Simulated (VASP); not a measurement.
# ZrB (Cmmm) in VASP: notebook, part 2 of 2

VASP 6.6.1. The steps go on from the part before.

## (3) Single point, LDA, non-collinear spin, zero start, spin-orbit coupling

Contents of INCAR:

```
SYSTEM = ZrB
PREC = Accurate
ENCUT = 520
EDIFF = 1E-6
ISMEAR = -1
SIGMA = 0.05
LREAL = .FALSE.
LASPH = .TRUE.
NELM = 150
ALGO = Normal
ISIF = 2
LWAVE = .FALSE.
LCHARG = .FALSE.
LNONCOLLINEAR = .TRUE.
MAGMOM = 0 0 0 0 0 0
LORBIT = 11
LSORBIT = .TRUE.
GGA_COMPAT = .FALSE.
LORBMOM = .TRUE.
LMAXMIX = 4
GGA = CA
NBANDS = 27
```

Contents of KPOINTS:

```
regular mesh
0
G
  7 7 5
  0 0 0
```

Contents of POSCAR:

```
ZrB
1.0
    1.9614334600     -1.9857162700      0.0000000000
    1.9614334600      1.9857162700      0.0000000000
    0.0000000000      0.0000000000      4.0139456300
Zr B
1 1
Direct
    0.0000000000      0.0000000000      0.5000000000
    0.5000000000      0.5000000000      0.5000000000
```

Potentials or basis: VASP PAW LDA potentials, release 64 (Zr_sv, B).

The run is started by

```
$ cat potpaw_LDA.64/Zr_sv/POTCAR potpaw_LDA.64/B/POTCAR > POTCAR
$ mpirun -np 1 vasp_ncl > vasp.out
```

OUTCAR:

```text
SYSTEM = ZrB
   PREC = Accurate
   ENCUT = 520
   EDIFF = 1E-6
   ISMEAR = -1
   LREAL = .FALSE.
   LASPH = .TRUE.
   NELM = 150
   ISIF = 2
   LNONCOLLINEAR = .TRUE.
   LORBIT = 11
   LSORBIT = .TRUE.
   GGA = CA

 ion  position               nearest neighbor table
   1  0.000  0.000  0.500-   2 1.96   2 1.96   2 1.99   2 1.99
   2  0.500  0.500  0.500-   1 1.96   1 1.96   1 1.99   1 1.99

  LATTYP: Found a base centered orthorhombic cell.
 ALAT       =     3.9228669200
 B/A-ratio  =     1.0123801345
 C/A-ratio  =     1.0232173846

  Lattice vectors:

 A1 = (   1.9614334600,  -1.9857162700,   0.0000000000)
 A2 = (   1.9614334600,   1.9857162700,   0.0000000000)
 A3 = (   0.0000000000,   0.0000000000,   4.0139456300)

Analysis of symmetry for initial positions (statically):
=====================================================================
 Subroutine PRICEL returns:
 Original cell was already a primitive cell.

 Routine SETGRP: Setting up the symmetry group for a
 base centered orthorhombic supercell.

 Subroutine GETGRP returns: Found  8 space group operations
 (whereof  8 operations were pure point group operations)
 out of a pool of  8 trial point group operations.

The static configuration has the point symmetry D_2h.

Analysis of symmetry for dynamics (positions and initial velocities):
=====================================================================
 Subroutine PRICEL returns:
 Original cell was already a primitive cell.

 Routine SETGRP: Setting up the symmetry group for a
 base centered orthorhombic supercell.

 Subroutine GETGRP returns: Found  8 space group operations
 (whereof  8 operations were pure point group operations)
 out of a pool of  8 trial point group operations.

The dynamic configuration has the point symmetry D_2h.

Analysis of structural, dynamic, and magnetic symmetry:
=====================================================================
 Subroutine PRICEL returns:
 Original cell was already a primitive cell.

 Routine SETGRP: Setting up the symmetry group for a
 base centered orthorhombic supercell.

[... 932 lines left out ...]
  2         0.000   0.000   0.000
 ----------------------------------------
            0.000   0.000   0.000

 orbital moment (z)

 # of ion     p       d       tot
 ----------------------------------------
  1         0.000   0.000   0.000
  2         0.000   0.000   0.000
 ----------------------------------------
            0.000   0.000   0.000

 Spin-Orbit-Coupling matrix elements

 Ion:    1  E_soc:     -0.1634718
 l=   1
     0.0000000    -0.0253479    -0.0287363
    -0.0253479     0.0000000    -0.0254371
    -0.0287363    -0.0254371     0.0000000
 l=   2
     0.0000000    -0.0001763     0.0000000    -0.0001799    -0.0008891
    -0.0001763     0.0000000    -0.0003024    -0.0001268    -0.0001126
     0.0000000    -0.0003024     0.0000000    -0.0003072     0.0000000
    -0.0001799    -0.0001268    -0.0003072     0.0000000    -0.0001203
    -0.0008891    -0.0001126     0.0000000    -0.0001203     0.0000000
 l=   3
     0.0000000     0.0000000     0.0000000     0.0000000     0.0000000     0.0000000     0.0000000
     0.0000000     0.0000000     0.0000000     0.0000000     0.0000000     0.0000000     0.0000000
     0.0000000     0.0000000     0.0000000     0.0000000     0.0000000     0.0000000     0.0000000
     0.0000000     0.0000000     0.0000000     0.0000000     0.0000000     0.0000000     0.0000000
     0.0000000     0.0000000     0.0000000     0.0000000     0.0000000     0.0000000     0.0000000
     0.0000000     0.0000000     0.0000000     0.0000000     0.0000000     0.0000000     0.0000000
     0.0000000     0.0000000     0.0000000     0.0000000     0.0000000     0.0000000     0.0000000

 Ion:    2  E_soc:      0.0000407
 l=   1
     0.0000000     0.0000024     0.0000150
     0.0000024     0.0000000     0.0000029
     0.0000150     0.0000029     0.0000000
 l=   2
     0.0000000     0.0000000     0.0000000     0.0000000     0.0000000
     0.0000000     0.0000000     0.0000000     0.0000000     0.0000000
     0.0000000     0.0000000     0.0000000     0.0000000     0.0000000
     0.0000000     0.0000000     0.0000000     0.0000000     0.0000000
     0.0000000     0.0000000     0.0000000     0.0000000     0.0000000
 l=   3
     0.0000000     0.0000000     0.0000000     0.0000000     0.0000000     0.0000000     0.0000000
     0.0000000     0.0000000     0.0000000     0.0000000     0.0000000     0.0000000     0.0000000
     0.0000000     0.0000000     0.0000000     0.0000000     0.0000000     0.0000000     0.0000000
     0.0000000     0.0000000     0.0000000     0.0000000     0.0000000     0.0000000     0.0000000
     0.0000000     0.0000000     0.0000000     0.0000000     0.0000000     0.0000000     0.0000000
     0.0000000     0.0000000     0.0000000     0.0000000     0.0000000     0.0000000     0.0000000
     0.0000000     0.0000000     0.0000000     0.0000000     0.0000000     0.0000000     0.0000000

 total charge

# of ion       s       p       d       tot
------------------------------------------
    1        2.303   6.019   2.564  10.886
    2        0.892   1.339   0.000   2.231
--------------------------------------------------
tot          3.194   7.358   2.564  13.117

 magnetization (x)

# of ion       s       p       d       tot
------------------------------------------
    1        0.000   0.000   0.000   0.000
    2        0.000   0.000   0.000   0.000
--------------------------------------------------
tot          0.000   0.000   0.000   0.000

 magnetization (y)

# of ion       s       p       d       tot
------------------------------------------
    1        0.000   0.000   0.000   0.000
    2        0.000   0.000   0.000   0.000
--------------------------------------------------
tot          0.000   0.000   0.000   0.000

 magnetization (z)

# of ion       s       p       d       tot
------------------------------------------
    1        0.000   0.000   0.000   0.000
    2        0.000   0.000   0.000   0.000
--------------------------------------------------
tot          0.000   0.000   0.000   0.000
```

OSZICAR:

```text
N       E                     dE             d eps       ncg     rms          rms(c)
DAV:   1     0.136138424297E+03    0.13614E+03   -0.77605E+03  2592   0.109E+03
DAV:   2    -0.536000405154E+01   -0.14150E+03   -0.13282E+03  3113   0.333E+02
DAV:   3    -0.157874957670E+02   -0.10427E+02   -0.10198E+02  4531   0.668E+01
DAV:   4    -0.160327803502E+02   -0.24528E+00   -0.24480E+00  3216   0.101E+01
DAV:   5    -0.160398861552E+02   -0.71058E-02   -0.71053E-02  3705   0.116E+00    0.395E+01
DAV:   6    -0.119955187498E+02    0.40444E+01   -0.60273E+00  3014   0.197E+01    0.140E+01
DAV:   7    -0.117377103351E+02    0.25781E+00   -0.14950E+00  3322   0.765E+00    0.456E+00
DAV:   8    -0.117242187537E+02    0.13492E-01   -0.14306E-01  3041   0.286E+00    0.224E+00
DAV:   9    -0.117257704524E+02   -0.15517E-02   -0.10556E-02  3321   0.843E-01    0.542E-01
DAV:  10    -0.117250652489E+02    0.70520E-03   -0.82424E-04  2966   0.247E-01    0.193E-01
DAV:  11    -0.117249162456E+02    0.14900E-03   -0.14384E-03  3040   0.321E-01    0.449E-02
DAV:  12    -0.117248347463E+02    0.81499E-04   -0.20563E-04  2984   0.104E-01    0.211E-02
DAV:  13    -0.117248315829E+02    0.31634E-05   -0.11715E-05  3306   0.273E-02    0.688E-03
DAV:  14    -0.117248314308E+02    0.15209E-06   -0.11916E-06  2598   0.104E-02
   1 F= -.11724831E+02 E0= -.11721036E+02  d E =-.759021E-02  mag=     0.0000     0.0000    -0.0000
```

It took 34 s on 1 thread of Intel Xeon 6975P-C (Granite Rapids), shared host; peak memory 0.22 GiB.

Results:

```
Free energy                                           : -11.7248 eV
Pressure                                              : 68.8 GPa
Net moment                                            : 0.00 μB per cell
Valence electrons inside the program's atomic spheres : Zr 10.89; B 2.23
```

Moments on the atoms (μB; x, y, z):
```
Zr  0.00 0.00 0.00
B   0.00 0.00 0.00
```
